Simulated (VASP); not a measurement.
# Ir3C in VASP: further runs, part 2 of 2

VASP 6.6.1. The steps go on from the part before.

## (3) Single point, LDA, collinear spin

INCAR

```
ALGO = Normal ; DIPOL = 0.5 0.5 0.352
EDIFF = 1E-6 ; ENCUT = 520
GGA = CA ; IDIPOL = 3
ISIF = 2 ; ISMEAR = 0
ISPIN = 2 ; LASPH = T
LCHARG = T ; LDIPOL = T
LELF = T ; LMAXMIX = 4
LORBIT = 11 ; LREAL = F
LVACPOTAV = T ; LVHAR = T
LWAVE = F ; MAGMOM = 0 0 0 2
NBANDS = 28 ; NELM = 150
PREC = Accurate ; SIGMA = 0.1
```

KPOINTS

```
k-points
0
Gamma
  10 10 1
```

POSCAR

```
Ir3C
1.0
    2.6946510889      0.0000000000      0.0000000000
    0.0000000000      2.6946510889      0.0000000000
    0.0000000000      0.0000000000     20.6339620658
Ir C
3 1
Direct
    0.5000000000      0.5000000000      0.1938551591
    0.0000000000      0.0000000000      0.2819107364
    0.5000000000      0.5000000000      0.3699707328
    1.0000000000      0.5000000000      0.5604334266
```

Potentials or basis: VASP PAW LDA potentials, release 64 (Ir, C).

On the command line:

```console
$ cat potpaw_LDA.64/Ir/POTCAR potpaw_LDA.64/C/POTCAR > POTCAR
$ mpirun -np 1 vasp_std > vasp.out
```

OUTCAR:

```text
EDIFF = 1E-6
   ENCUT = 520
   GGA = CA
   ISIF = 2
   ISMEAR = 0
   ISPIN = 2
   LASPH = T
   LORBIT = 11
   LREAL = F
   NELM = 150
   PREC = Accurate

 ion  position               nearest neighbor table
   1  0.500  0.500  0.194-   2 2.63   2 2.63   2 2.63   2 2.63
   2  0.000  0.000  0.282-   1 2.63   1 2.63   1 2.63   1 2.63   3 2.63   3 2.63   3 2.63   3 2.63

   3  0.500  0.500  0.370-   2 2.63   2 2.63   2 2.63   2 2.63
   4  0.000  0.500  0.560-

  LATTYP: Found a simple tetragonal cell.
 ALAT       =     2.6946510889
 C/A-ratio  =     7.6573780371

  Lattice vectors:

 A1 = (   2.6946510889,   0.0000000000,   0.0000000000)
 A2 = (   0.0000000000,   2.6946510889,   0.0000000000)
 A3 = (   0.0000000000,   0.0000000000,  20.6339620658)

Analysis of symmetry for initial positions (statically):
[... 1653 lines left out ...]

  FORCE on cell =-STRESS in cart. coord.  units (eV):
  Direction    XX          YY          ZZ          XY          YZ          ZX
  --------------------------------------------------------------------------------------
  -------------------------------------------------------------------------------------
  Total       -6.6139594     -6.4424995     -0.9806440      0.0000000      0.0000000      0.0000000
  in kB      -70.7268636    -68.8933445    -10.4865886      0.0000000      0.0000000      0.0000000
  external PRESSURE =     -50.0355989 kB  Pullay stress =       0.0000000 kB

 VOLUME and BASIS-vectors are now :
 -----------------------------------------------------------------------------
  energy-cutoff  :      520.00
  volume of cell :      149.83
      direct lattice vectors                 reciprocal lattice vectors
     2.694651089  0.000000000  0.000000000     0.371105559  0.000000000  0.000000000
     0.000000000  2.694651089  0.000000000     0.000000000  0.371105559  0.000000000
     0.000000000  0.000000000 20.633962066     0.000000000  0.000000000  0.048463790

 POSITION                                       TOTAL-FORCE (eV/Angst)
 -----------------------------------------------------------------------------------
      1.34733      1.34733      4.00000         0.000000      0.000000     -0.138628
      0.00000      0.00000      5.81694         0.000000      0.000000     -0.010696
      1.34733      1.34733      7.63396         0.000000      0.000000      0.428818
      0.00000      1.34733     11.56396         0.000000      0.000000     -0.279494
 -----------------------------------------------------------------------------------
    total drift:                               -0.000000      0.000000     -0.000296

  FREE ENERGIE OF THE ION-ELECTRON SYSTEM (eV)
  ---------------------------------------------------
  free  energy   TOTEN  =       -30.8214799444 eV

  energy  without entropy=      -30.7942989334  energy(sigma->0) =      -30.80788944

 vacuum level on the upper side and lower side of the slab         5.486         4.910

 total charge

# of ion       s       p       d       tot
------------------------------------------
    1        0.677   0.548   7.016   8.241
    2        0.706   0.812   7.040   8.558
    3        0.673   0.550   6.998   8.222
    4        1.043   0.875   0.000   1.918
--------------------------------------------------
tot          3.099   2.786  21.055  26.939

 magnetization (x)

# of ion       s       p       d       tot
------------------------------------------
    1        0.001   0.003  -0.007  -0.004
    2        0.000  -0.000   0.010   0.009
    3        0.001  -0.002   0.024   0.023
    4        0.021   0.353   0.000   0.374
--------------------------------------------------
tot          0.023   0.354   0.027   0.403
```

OSZICAR:

```text
N       E                     dE             d eps       ncg     rms          rms(c)
DAV:   1     0.266743617773E+03    0.26674E+03   -0.11767E+04  4032   0.915E+02
DAV:   2    -0.132218022232E+02   -0.27997E+03   -0.23733E+03  4084   0.272E+02
DAV:   3    -0.324555824459E+02   -0.19234E+02   -0.17789E+02  5368   0.749E+01
[... 49 lines left out ...]
DAV:  53    -0.308216249430E+02   -0.43245E-04   -0.66559E-06  4332   0.901E-03    0.107E-01
DAV:  54    -0.308216172103E+02    0.77327E-05   -0.23315E-07  2912   0.191E-03    0.107E-01
DAV:  55    -0.308216350217E+02   -0.17811E-04   -0.43880E-07  3428   0.215E-03    0.108E-01
DAV:  56    -0.308214837504E+02    0.15127E-03   -0.31096E-05  4744   0.113E-02    0.103E-01
DAV:  57    -0.308214794653E+02    0.42851E-05   -0.64267E-07  3432   0.255E-03    0.102E-01
DAV:  58    -0.308214799444E+02   -0.47903E-06   -0.20940E-08  2892   0.647E-04
   1 F= -.30821480E+02 E0= -.30807889E+02  d E =-.271810E-01  mag=     0.8052
```

stdout:

```text
POSCAR found type information on POSCAR IrC
 POSCAR found :  2 types and       4 ions
 scaLAPACK will be used
 LDA part: xc-table for (Slater(with rela. corr.)+CA(PZ))
 , standard interpolation
 POSCAR, INCAR and KPOINTS ok, starting setup
 FFT: planning ... GRIDC
 FFT: planning ... GRID_SOFT
 FFT: planning ... GRID
 WAVECAR not read
 entering main loop
 -----------------------------------------------------------------------------
|                                                                             |
|           W    W    AA    RRRRR   N    N  II  N    N   GGGG   !!!           |
|           W    W   A  A   R    R  NN   N  II  NN   N  G    G  !!!           |
|           W    W  A    A  R    R  N N  N  II  N N  N  G       !!!           |
|           W WW W  AAAAAA  RRRRR   N  N N  II  N  N N  G  GGG   !            |
|           WW  WW  A    A  R   R   N   NN  II  N   NN  G    G                |
|           W    W  A    A  R    R  N    N  II  N    N   GGGG   !!!           |
|                                                                             |
|     Did not find any points to average over, which means that no vacuum     |
|     field-free region was found. Please increase the size of  your cell     |
|     in the dimension of the dipole correction to obtain accurate            |
|     workfunction values.                                                    |
|                                                                             |
 -----------------------------------------------------------------------------
```

Wall time 31 min (1 thread of Intel Xeon 8259CL, shared host); peak memory 0.38 GiB.

Results:

| Property | Result |
| --- | --- |
| Free energy | -30.8215 eV |
| Largest force | 0.429 eV/Å |
| Net moment | 0.81 μB per cell |
| Site moments | Ir -0.00, +0.01, +0.02; C +0.37 μB |
| Valence electrons inside the program's atomic spheres | Ir 8.24, 8.56, 8.22; C 1.92 |

Forces in eV/Å, atoms in the order of the input:
```
Ir   0.000  0.000 -0.139
Ir   0.000  0.000 -0.011
Ir   0.000  0.000  0.429
C    0.000  0.000 -0.279
```

Levels at points of the mesh, in eV from the Fermi level:
Spin up:
```tsv
k point	band 13	band 14	band 15	band 16	band 17	band 18	band 19	band 20
(0.00, 0.00, 0.00)	-1.04	-0.96	-0.96	-0.20	0.52	1.18	1.18	1.18
(0.50, 0.00, 0.00)	-1.69	-0.47	0.00	0.15	0.65	0.71	1.04	2.62
(0.00, 0.50, 0.00)	-1.67	-0.47	-0.13	0.30	0.60	0.70	1.04	2.65
(0.50, 0.50, 0.00)	-0.15	0.25	0.62	1.01	1.38	2.23	2.29	3.98
```
Spin down:
```
           k point  band 12  band 13  band 14  band 15  band 16  band 17  band 18  band 19
(0.00, 0.00, 0.00)    -1.03    -0.95    -0.95    -0.76     0.14     0.52     1.18     1.18
(0.50, 0.00, 0.00)    -1.68    -1.68    -0.46     0.17     0.56     0.71     1.04     1.29
(0.00, 0.50, 0.00)    -1.68    -1.62    -0.46     0.12     0.60     0.71     1.05     1.22
(0.50, 0.50, 0.00)    -0.15    -0.14     0.26     0.63     1.39     2.24     2.29     2.31
```

Caveat: a moment this small can come from the mesh or the smearing; spin-orbit coupling is left out, which moves the levels of the heavy elements.
